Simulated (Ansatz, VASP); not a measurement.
KCl in VASP and in Ansatz

```xyz
2
Lattice="0.0000 3.1213 3.1213 3.1213 0.0000 3.1213 3.1213 3.1213 0.0000" Properties=species:S:1:pos:R:3 pbc="T T T"
K     0.0000    0.0000    0.0000
Cl    3.1213    3.1213    3.1213
```

Alike in both runs: task relaxation of cell and atoms; functional PBEsol; k mesh 6 × 6 × 6; no spin polarisation.

|  | VASP | Ansatz |
| --- | --- | --- |
| version | VASP 6.6.1 | Ansatz 0.2.0 |
| potentials or method | VASP PAW PBE potentials, release 64 (K_sv, Cl), cutoff 500 eV | scalar-relativistic, plane waves, PAW |
| occupations | gaussian, width 0.01 eV | fixed |
| valence electrons in the cell | 16 | 16 |

Ansatz gave:

```
gap on the k mesh at the Fermi level, each at its own relaxed structure (eV) : 5.10
relaxed volume (Å³/atom)                                                     : 30.42
relaxed cell length with the largest relative difference (Å)                 : 4.415
```

Q: Which values does VASP return?

A: gap on the k mesh at the Fermi level, each at its own relaxed structure (eV): 5.09; relaxed volume (Å³/atom): 30.48; relaxed cell length with the largest relative difference (Å): 4.417.

VASP's potentials were made for PBE, not for PBEsol.
